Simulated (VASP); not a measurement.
## Au: single point with PBE

The system is Au.

```
Au
1.0
    -1.68977    1.68977    1.68977
     1.68977   -1.68977    1.68977
     1.68977    1.68977   -1.68977
Au
1
Direct
  0.00000 0.00000 0.00000
```

This cell differs from its parent crystal: volume scaled by 1.06.

```json
{
 "Program": "VASP 6.6.1",
 "Task": "single point",
 "Functional": "PBE",
 "Potentials or basis": "VASP PAW PBE potentials, release 64 (Au)",
 "Cutoff": "520 eV",
 "k mesh": "11 × 11 × 11",
 "Occupations": "fermi-dirac, width 0.05 eV",
 "Spin": "no spin polarisation"
}
```

```yaml
Pressure: -7.4 GPa
```

Levels at points of the mesh, in eV from the Fermi level:
```
           k point  band 3  band 4  band 5  band 6  band 7  band 8  band 9  band 10
(0.00, 0.00, 0.00)   -4.12   -4.12   -2.54   -2.54   16.55   16.55   16.55    22.25
```

Run time: 13 s on 1 thread of Intel Xeon 8259CL, on a shared host, peak memory 0.14 GiB.

Caveat: spin-orbit coupling is left out, which moves the levels of the heavy elements.
